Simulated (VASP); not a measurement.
# Na2Te2H (Pbam) in VASP: single point with PBE

Aim: the single point of Na2Te2H with PBE.

Program: VASP 6.6.1. These are calculated values, not measurements. Logs are shortened: lines on timing, memory, paths and dates and some standing lists are left out, and cuts for length are marked.

**1. The cell of the first run**

It takes space group Pbam (No. 55, orthorhombic). Conventional cell: a = 6.898 Å, b = 8.188 Å, c = 7.745 Å, α = 90.00°, β = 90.00°, γ = 90.00°. Within 4.0 Å of Na (site symmetry 2) lie 1 Na at 3.01 Å and 4 Te at 3.14 to 3.18 Å and 2 H at 3.76 Å. Te (site symmetry m) has 1 H at 1.94 Å within 2.6 Å. Within 2.6 Å of H (site symmetry 2/m) lie 2 Te at 1.94 Å.

**2. Single point, PBE**

INCAR

```
SYSTEM = Na2Te2H
ALGO = Normal ; EDIFF = 1E-6
ENCUT = 520 ; GGA = PE
ISIF = 2 ; ISMEAR = 0
LASPH = .True. ; LCHARG = .True.
LELF = .True. ; LREAL = .False.
LVHAR = .True. ; LWAVE = .False.
NBANDS = 38 ; NELM = 80
PREC = Accurate ; SIGMA = 0.2
```

KPOINTS

```
k-points
0
Gamma
  3 2 3
  0 0 0
```

POSCAR

```
Na2Te2H
1.0
    6.8978825035      0.0000000000      0.0000000000
    0.0000000000      8.1883882124      0.0000000000
    0.0000000000      0.0000000000      7.7445152213
Na Te H
4 4 2
Direct
    0.0000000000      0.0000000000      0.1946220197
    0.5000000000      0.5000000000      0.8053779803
    0.0000000000      0.0000000000      0.8053779803
    0.5000000000      0.5000000000      0.1946220197
    0.3306098074      0.8104632429      0.0000000000
    0.6693901926      0.1895367571      0.0000000000
    0.8306098074      0.6895367571      0.0000000000
    0.1693901926      0.3104632429      0.0000000000
    0.5000000000      0.0000000000      0.0000000000
    0.0000000000      0.5000000000      0.0000000000
```

Potentials or basis: VASP PAW PBE potentials, release 64 (Na_pv, Te, H).

Started as:

```sh
> cat potpaw_PBE.64/Na_pv/POTCAR potpaw_PBE.64/Te/POTCAR potpaw_PBE.64/H/POTCAR > POTCAR
> mpirun -np 1 vasp_std > vasp.out
```

OUTCAR:

```text
SYSTEM = Na2Te2H
   EDIFF = 1E-6
   ENCUT = 520
   GGA = PE
   ISIF = 2
   ISMEAR = 0
   LASPH = .True.
   LREAL = .False.
   NELM = 80
   PREC = Accurate

 ion  position               nearest neighbor table
   1  0.000  0.000  0.195-   5 3.14   6 3.14   7 3.18   8 3.18
   2  0.500  0.500  0.805-   7 3.14   8 3.14   5 3.18   6 3.18
   3  0.000  0.000  0.805-   5 3.14   6 3.14   7 3.18   8 3.18
   4  0.500  0.500  0.195-   7 3.14   8 3.14   5 3.18   6 3.18
   5  0.331  0.810  0.000-   9 1.94   3 3.14   1 3.14   4 3.18   2 3.18   7 3.59   7 3.59
   6  0.669  0.190  0.000-   9 1.94   3 3.14   1 3.14   4 3.18   2 3.18   8 3.59   8 3.59
   7  0.831  0.690  0.000-  10 1.94   4 3.14   2 3.14   1 3.18   3 3.18   5 3.59   5 3.59
   8  0.169  0.310  0.000-  10 1.94   4 3.14   2 3.14   1 3.18   3 3.18   6 3.59   6 3.59
   9  0.500  0.000  0.000-   5 1.94   6 1.94
  10  0.000  0.500  0.000-   7 1.94   8 1.94

  LATTYP: Found a simple orthorhombic cell.
 ALAT       =     6.8978825035
 B/A-ratio  =     1.1227380602
 C/A-ratio  =     1.1870872269

  Lattice vectors:

 A1 = (  -6.8978825035,   0.0000000000,   0.0000000000)
 A2 = (   0.0000000000,   0.0000000000,   7.7445152213)
 A3 = (   0.0000000000,   8.1883882124,   0.0000000000)

Analysis of symmetry for initial positions (statically):
=====================================================================
 Subroutine PRICEL returns:
 Original cell was already a primitive cell.

 Routine SETGRP: Setting up the symmetry group for a
 simple orthorhombic supercell.

 Subroutine GETGRP returns: Found  8 space group operations
 (whereof  4 operations were pure point group operations)
 out of a pool of  8 trial point group operations.

The static configuration has the point symmetry C_2h.
 The point group associated with its full space group is D_2h.

Analysis of symmetry for dynamics (positions and initial velocities):
=====================================================================
 Subroutine PRICEL returns:
 Original cell was already a primitive cell.

 Routine SETGRP: Setting up the symmetry group for a
 simple orthorhombic supercell.

 Subroutine GETGRP returns: Found  8 space group operations
 (whereof  4 operations were pure point group operations)
 out of a pool of  8 trial point group operations.

The dynamic configuration has the point symmetry C_2h.
 The point group associated with its full space group is D_2h.

 Subroutine INISYM returns: Found  8 space group operations
 (whereof  4 operations are pure point group operations),
 and found     1 'primitive' translations
[... 103 lines left out ...]
   TEBEG  =    0.0;   TEEND  =   0.0 temperature during run
   PSTRESS=    0.0 pullay stress
   NELECT =      54.0000    total number of electrons
   NUPDOWN=      -1.0000    fix difference up-down
   EMIN   =  10.00;   EMAX   =-10.00  energy-range for DOS
   EFERMI =   0.00;   METHOD = LEGACY
   ISMEAR =     0;   SIGMA  =   0.20  broadening in eV -4-tet -1-fermi 0-gaus
   EFERMI_NEDOS =   21; number of points for ismear=-14 and -15
   IALGO  =     38    algorithm
   IMIX   =      4    mixing-type and parameters
     AMIX     =   0.40;   BMIX     =  1.00
     AMIX_MAG =   1.60;   BMIX_MAG =  1.00
  volume/ion in A,a.u.               =      43.74       295.19
  Fermi-wavevector in a.u.,A,eV,Ry     =   0.815148  1.540407  9.040618  0.664467
  Thomas-Fermi vector in A             =   1.925184
   LORBIT       =      0    0 simple, 1 ext, 2 COOP (PROOUT), +10 PAW based schemes
   GGA     = PE    functional components
   LHFCALC =     F    Hartree Fock is set to
   AEXX    =    0.0000 exact exchange contribution
   IVDW    =     0    specifies the selected vdW correction
   LEPSILON=     F    determine dielectric tensor
   LRPA    =     F    only Hartree local field effects (RPA)
 non-spin polarized calculation
 Gauss-broadening in eV      SIGMA  =   0.20
  energy-cutoff  :      520.00
  volume of cell :      437.43
 maximum number of plane-waves:     11793
 NGX is ok and might be reduce to    54
   NGX = 25   NGY = 31   NGZ = 29

 number of electron      53.9999988 magnetization

 Free energy of the ion-electron system (eV)
  ---------------------------------------------------
  ext. energy  EPLUGINS =         0.00000000
  ---------------------------------------------------
  free energy    TOTEN  =       -26.75567980 eV

  energy without entropy =      -26.64252082  energy(sigma->0) =      -26.69910031

 E-fermi :   0.5526     XC(G=0):  -5.6302

 val. band max:        0.5506980269   @ k =   0.3333   0.5000   0.0000
 cond. band min:       0.5527503232   @ k =   0.3333   0.5000   0.3333
 fundamental gap:      0.0020522964
 Fermi energy:         0.5526077401

 k-point     1 :       0.0000    0.0000    0.0000
  band No.  band energies     occupation
      1     -24.1938      2.00000
      2     -24.1936      2.00000
      3     -24.1235      2.00000
      4     -24.1234      2.00000
      5     -24.0844      2.00000
      6     -24.0839      2.00000
[... 317 lines left out ...]
     37       5.2547      0.00000
     38       5.2547      0.00000

------------------------ aborting loop because EDIFF is reached ----------------------------------------

  FORCE on cell =-STRESS in cart. coord.  units (eV):
  Direction    XX          YY          ZZ          XY          YZ          ZX
  --------------------------------------------------------------------------------------
  -------------------------------------------------------------------------------------
  Total        0.6093565      0.8585501      0.9831388      0.0000000      0.0000000      0.0000000
  in kB        2.2318942      3.1446172      3.6009489      0.0000000      0.0000000      0.0000000
  external PRESSURE =       2.9924868 kB  Pullay stress =       0.0000000 kB

 VOLUME and BASIS-vectors are now :
 -----------------------------------------------------------------------------
  energy-cutoff  :      520.00
  volume of cell :      437.43
      direct lattice vectors                 reciprocal lattice vectors
     6.897882503  0.000000000  0.000000000     0.144972026  0.000000000  0.000000000
     0.000000000  8.188388212  0.000000000     0.000000000  0.122124156  0.000000000
     0.000000000  0.000000000  7.744515221     0.000000000  0.000000000  0.129123641

 POSITION                                       TOTAL-FORCE (eV/Angst)
 -----------------------------------------------------------------------------------
      0.00000      0.00000      1.50725         0.000000     -0.000000      0.077643
      3.44894      4.09419      6.23726         0.000000     -0.000000     -0.077643
      0.00000      0.00000      6.23726         0.000000      0.000000     -0.077643
      3.44894      4.09419      1.50725         0.000000      0.000000      0.077643
      2.28051      6.63639      0.00000        -0.037103      0.026605      0.000000
      4.61737      1.55200      0.00000         0.037103     -0.026605     -0.000000
      5.72945      5.64619      0.00000        -0.037103     -0.026605      0.000000
      1.16843      2.54219      0.00000         0.037103      0.026605     -0.000000
      3.44894      0.00000      0.00000         0.000000      0.000000      0.000000
      0.00000      4.09419      0.00000         0.000000      0.000000      0.000000
 -----------------------------------------------------------------------------------
    total drift:                                0.000000      0.000000      0.000000

  FREE ENERGIE OF THE ION-ELECTRON SYSTEM (eV)
  ---------------------------------------------------
  free  energy   TOTEN  =       -26.7556798026 eV

  energy  without entropy=      -26.6425208174  energy(sigma->0) =      -26.69910031
```

Run time: 5 min. Hardware: 1 thread of Intel Xeon Platinum 8375C at 2.90GHz (Ice Lake), shared host; peak memory 0.53 GiB.

What came out:

| Item | Value |
| --- | --- |
| Free energy | -26.7557 eV |
| Pressure | 0.3 GPa |
| Largest force | 0.078 eV/Å |
| Band gap on the k mesh | zero (band 27 reaches 0.96 eV, above the bottom of band 28 at 0.37 eV) |

Forces on the atoms (eV/Å):
```
Na   0.000  0.000  0.078
Na   0.000  0.000 -0.078
Na   0.000  0.000 -0.078
Na   0.000  0.000  0.078
Te  -0.037  0.027  0.000
Te   0.037 -0.027  0.000
Te  -0.037 -0.027  0.000
Te   0.037  0.027  0.000
H    0.000  0.000  0.000
H    0.000  0.000  0.000
```

Levels at points of the mesh, in eV from the Fermi level:
| k point | band 23 | band 24 | band 25 | band 26 | band 27 | band 28 | band 29 | band 30 | band 31 | band 32 |
| --- | --- | --- | --- | --- | --- | --- | --- | --- | --- | --- |
| (0.00, 0.00, 0.00) | -1.55 | -0.88 | -0.84 | -0.32 | 0.38 | 0.86 | 1.19 | 2.49 | 2.96 | 3.23 |
| (0.00, 0.50, 0.00) | -1.05 | -1.05 | -0.81 | -0.81 | -0.18 | -0.18 | 1.49 | 1.49 | 3.70 | 3.70 |

Caveat: the k points lie up to 0.38 Å⁻¹ apart; spin-orbit coupling is left out, which moves the levels of the heavy elements.
